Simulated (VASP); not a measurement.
# CaGaH (P4/nmm) in VASP: single point with r2SCAN

Aim: the single point of CaGaH with r2SCAN.

All numbers are computed with VASP 6.6.1; they aren't measurements. Logs are shortened: lines on timing, memory, paths and dates and some standing lists are left out, and cuts for length are marked.

**1. The cell of the first run**

Symmetry: P4/nmm, No. 129, tetragonal system. Conventional cell: a = 3.478 Å, b = 3.478 Å, c = 7.364 Å, α = 90.00°, β = 90.00°, γ = 90.00°. Within 2.4 Å of Ga (site symmetry 4mm) lie 1 H at 1.81 Å. Ca (site symmetry 4mm) has 5 H at 2.36 to 2.46 Å and 5 Ga at 3.14 to 3.19 Å and 8 Ca at 3.31 to 3.48 Å within 3.5 Å. H (site symmetry 4mm) has 1 Ga at 1.81 Å and 5 Ca at 2.36 to 2.46 Å within 2.5 Å.

**2. Single point, r2SCAN**

POSCAR reads:

```
CaGaH
1.0
    3.4781680000      0.0000000000      0.0000000000
    0.0000000000      3.4781680000      0.0000000000
    0.0000000000      0.0000000000      7.3635840000
Ga Ca H
2 2 2
Direct
    0.0000000000      0.5000000000      0.0839000000
    0.5000000000      0.0000000000      0.9161000000
    0.0000000000      0.5000000000      0.6503000000
    0.5000000000      0.0000000000      0.3497000000
    0.0000000000      0.5000000000      0.3300000000
    0.5000000000      0.0000000000      0.6700000000
```

INCAR.step1 reads:

```
PREC = Accurate
ENCUT = 520
ISMEAR = -1
SIGMA = 0.1
LREAL = F
LASPH = T
NELM = 100
NBANDS = 33
GGA = PE
ALGO = Normal
EDIFF = 1E-4
LWAVE = T
LCHARG = F
```

INCAR.step2 reads:

```
PREC = Accurate
ENCUT = 520
EDIFF = 1E-7
ISMEAR = -1
SIGMA = 0.1
LREAL = F
LASPH = T
NELM = 100
ALGO = Normal
ISIF = 2
LWAVE = F
LCHARG = F
METAGGA = R2SCAN
LMIXTAU = T
NBANDS = 33
ISTART = 1
```

KPOINTS reads:

```
regular mesh
0
Gamma
  10 10 5
```

Potentials or basis: VASP PAW PBE potentials, release 64 (Ga_d, Ca_sv, H).

The run is started by

```
$ cat potpaw_PBE.64/Ga_d/POTCAR potpaw_PBE.64/Ca_sv/POTCAR potpaw_PBE.64/H/POTCAR > POTCAR
$ cp INCAR.step1 INCAR
$ mpirun -np 1 vasp_std > vasp.out
$ cp INCAR.step2 INCAR
$ mpirun -np 1 vasp_std > vasp.out
```

OUTCAR:

```text
PREC = Accurate
   ENCUT = 520
   EDIFF = 1E-7
   ISMEAR = -1
   LREAL = F
   LASPH = T
   NELM = 100
   ISIF = 2
   METAGGA = R2SCAN
   ISTART = 1

 ion  position               nearest neighbor table
   1  0.000  0.500  0.084-   5 1.81   2 2.75   2 2.75   2 2.75   2 2.75
   2  0.500  0.000  0.916-   6 1.81   1 2.75   1 2.75   1 2.75   1 2.75
   3  0.000  0.500  0.650-
   4  0.500  0.000  0.350-
   5  0.000  0.500  0.330-   1 1.81
   6  0.500  0.000  0.670-   2 1.81

  LATTYP: Found a simple tetragonal cell.
 ALAT       =     3.4781680000
 C/A-ratio  =     2.1170869262

  Lattice vectors:

 A1 = (   3.4781680000,   0.0000000000,   0.0000000000)
 A2 = (   0.0000000000,   3.4781680000,   0.0000000000)
 A3 = (   0.0000000000,   0.0000000000,   7.3635840000)

Analysis of symmetry for initial positions (statically):
=====================================================================
 Subroutine PRICEL returns:
 Original cell was already a primitive cell.

 Routine SETGRP: Setting up the symmetry group for a
 simple tetragonal supercell.

 Subroutine GETGRP returns: Found 16 space group operations
 (whereof  8 operations were pure point group operations)
 out of a pool of 16 trial point group operations.

The static configuration has the point symmetry D_2d.
 The point group associated with its full space group is D_4h.

Analysis of symmetry for dynamics (positions and initial velocities):
=====================================================================
 Subroutine PRICEL returns:
 Original cell was already a primitive cell.

 Routine SETGRP: Setting up the symmetry group for a
 simple tetragonal supercell.

 Subroutine GETGRP returns: Found 16 space group operations
 (whereof  8 operations were pure point group operations)
 out of a pool of 16 trial point group operations.

The dynamic configuration has the point symmetry D_2d.
 The point group associated with its full space group is D_4h.

 Subroutine INISYM returns: Found 16 space group operations
 (whereof  8 operations are pure point group operations),
 and found     1 'primitive' translations

----------------------------------------------------------------------------------------

                                     Primitive cell

  volume of cell :      89.0821
[... 96 lines left out ...]
   NELM   =    100;   NELMIN=  2; NELMDL=  0     # of ELM steps
   EDIFF  = 0.1E-06   stopping-criterion for ELM
   LREAL  =      F    real-space projection
   EDIFFG = 0.1E-05   stopping-criterion for IOM
   NSW    =      0    number of steps for IOM
   IBRION =     -1    ionic relax: 0-MD 1-quasi-New 2-CG
   NFREE  =      0    steps in history (QN), initial steepest desc. (CG)
   ISIF   =      2    stress and relaxation
   ISYM   =      2    0-nonsym 1-usesym 2-fastsym
   POTIM  = 0.5000    time-step for ionic-motion
   TEBEG  =    0.0;   TEEND  =   0.0 temperature during run
   PSTRESS=    0.0 pullay stress
   NELECT =      48.0000    total number of electrons
   NUPDOWN=      -1.0000    fix difference up-down
   EMIN   =  10.00;   EMAX   =-10.00  energy-range for DOS
   EFERMI =   0.00;   METHOD = LEGACY
   ISMEAR =    -1;   SIGMA  =   0.10  broadening in eV -4-tet -1-fermi 0-gaus
   EFERMI_NEDOS =   21; number of points for ismear=-14 and -15
   IALGO  =     38    algorithm
   IMIX   =      4    mixing-type and parameters
     AMIX     =   0.40;   BMIX     =  1.00
     AMIX_MAG =   1.60;   BMIX_MAG =  1.00
  volume/ion in A,a.u.               =      14.85       100.19
  Fermi-wavevector in a.u.,A,eV,Ry     =   1.332166  2.517429 24.145813  1.774667
  Thomas-Fermi vector in A             =   2.461122
   LORBIT       =      0    0 simple, 1 ext, 2 COOP (PROOUT), +10 PAW based schemes
   METAGGA = R2SCAN    functional components
   LHFCALC =     F    Hartree Fock is set to
   AEXX    =    0.0000 exact exchange contribution
   IVDW    =     0    specifies the selected vdW correction
   LEPSILON=     F    determine dielectric tensor
   LRPA    =     F    only Hartree local field effects (RPA)
 non-spin polarized calculation
  energy-cutoff  :      520.00
  volume of cell :       89.08
 maximum number of plane-waves:      2432
 NGX is ok and might be reduce to    28
   NGX = 13   NGY = 13   NGZ = 27

 number of electron      48.0000001 magnetization

 Free energy of the ion-electron system (eV)
  ---------------------------------------------------
  ext. energy  EPLUGINS =         0.00000000
  ---------------------------------------------------
  free energy    TOTEN  =       -43.91107852 eV

  energy without entropy =      -43.81109444  energy(sigma->0) =      -43.86108648

 E-fermi :   5.4886     XC(G=0): -11.1871

 val. band max:        5.4633486592   @ k =   0.4000   0.2000   0.4000
 cond. band min:       5.4991951710   @ k =   0.1000   0.1000   0.4000
 fundamental gap:      0.0358465118
 Fermi energy:         5.4885711374

 k-point     1 :       0.0000    0.0000    0.0000
  band No.  band energies     occupation
      1     -37.5393      2.00000
      2     -37.4557      2.00000
      3     -17.8312      2.00000
      4     -17.7037      2.00000
      5     -17.7037      2.00000
      6     -17.5506      2.00000
[... 853 lines left out ...]
     32      10.4131      0.00000
     33      10.5759      0.00000

 [... further k-points ...]

------------------------ aborting loop because EDIFF is reached ----------------------------------------

  FORCE on cell =-STRESS in cart. coord.  units (eV):
  Direction    XX          YY          ZZ          XY          YZ          ZX
  --------------------------------------------------------------------------------------
  -------------------------------------------------------------------------------------
  Total        2.4588713      2.4588713     10.3412009      0.0000000      0.0000000     -0.0000000
  in kB       44.2237971     44.2237971    185.9906890      0.0000000      0.0000000     -0.0000000
  external PRESSURE =      91.4794278 kB  Pullay stress =       0.0000000 kB

 VOLUME and BASIS-vectors are now :
 -----------------------------------------------------------------------------
  energy-cutoff  :      520.00
  volume of cell :       89.08
      direct lattice vectors                 reciprocal lattice vectors
     3.478168000  0.000000000  0.000000000     0.287507676  0.000000000  0.000000000
     0.000000000  3.478168000  0.000000000     0.000000000  0.287507676  0.000000000
     0.000000000  0.000000000  7.363584000     0.000000000  0.000000000  0.135803435

 POSITION                                       TOTAL-FORCE (eV/Angst)
 -----------------------------------------------------------------------------------
      0.00000      1.73908      0.61780         0.000000      0.000000     -1.507862
      1.73908      0.00000      6.74578        -0.000000      0.000000      1.507862
      0.00000      1.73908      4.78854        -0.000000      0.000000      1.467511
      1.73908      0.00000      2.57505         0.000000      0.000000     -1.467511
      0.00000      1.73908      2.42998         0.000000      0.000000      1.053686
      1.73908      0.00000      4.93360         0.000000     -0.000000     -1.053686
 -----------------------------------------------------------------------------------
    total drift:                                0.000000      0.000000     -0.000000

  FREE ENERGIE OF THE ION-ELECTRON SYSTEM (eV)
  ---------------------------------------------------
  free  energy   TOTEN  =       -43.9110785207 eV

  energy  without entropy=      -43.8110944439  energy(sigma->0) =      -43.86108648
```

Run time: 10 min. Hardware: 1 thread of Intel Xeon Platinum 8259CL at 2.50GHz (Skylake/Cascade Lake), shared host; peak memory 0.33 GiB.

What came out:

* Free energy: -43.9111 eV
* Pressure: 9.1 GPa
* Largest force: 1.508 eV/Å
* Band gap on the k mesh: zero (bands 24 and 25 overlap by 1.82 eV)

Forces in eV/Å, atoms in the order of the input:
```
Ga   0.000  0.000 -1.508
Ga   0.000  0.000  1.508
Ca   0.000  0.000  1.468
Ca   0.000  0.000 -1.468
H    0.000  0.000  1.054
H    0.000  0.000 -1.054
```

Caveat: the cell stands under pressure; the PAW data sets were made with another functional, which shifts forces and pressure a little.
